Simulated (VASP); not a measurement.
A run of VASP 6.6.1 is set up as follows.

The input INCAR:

```
ALGO = Normal
EDIFF = 1E-6
ENCUT = 520
GGA = PE
GGA_COMPAT = F
ISIF = 2
ISMEAR = 0
LASPH = T
LCHARG = F
LMAXMIX = 4
LORBIT = 11
LORBMOM = T
LREAL = F
LSORBIT = T
LWAVE = F
MAGMOM = 0 0 0 0 0 0 0 0 0 0 0 0 0 0 0
NBANDS = 55
NELM = 150
PREC = Accurate
SIGMA = 0.05
```

The input KPOINTS:

```
k-points
0
Gamma
  6 6 6
```

File POSCAR:

```
BaZrO3
1.0
    4.2828019889      0.0000000000      0.0000000000
    0.0000000000      4.2828019889      0.0000000000
    0.0000000000      0.0000000000      4.2828019889
Ba Zr O
1 1 3
Direct
    0.0000000000      0.0000000000      0.0000000000
    0.5000000000      0.5000000000      0.5000000000
    0.0000000000      0.5000000000      0.5000000000
    0.5000000000      0.5000000000      0.0000000000
    0.5000000000      0.0000000000      0.5000000000
```

Potentials or basis: VASP PAW PBE potentials, release 64 (Ba_sv, Zr_sv, O).

Command:

```console
$ cat potpaw_PBE.64/Ba_sv/POTCAR potpaw_PBE.64/Zr_sv/POTCAR potpaw_PBE.64/O/POTCAR > POTCAR
$ mpirun -np 1 vasp_ncl > vasp.out
```

Problem. Predict the pressure.

Solution. -4.6 GPa.

Problem. Estimate the net moment.

Solution. 0.00 μB per cell.

Moments on the atoms (μB; x, y, z):
```
Ba  0.00 0.00 0.00
Zr  0.00 0.00 0.00
O   0.00 0.00 0.00
O   0.00 0.00 0.00
O   0.00 0.00 0.00
```
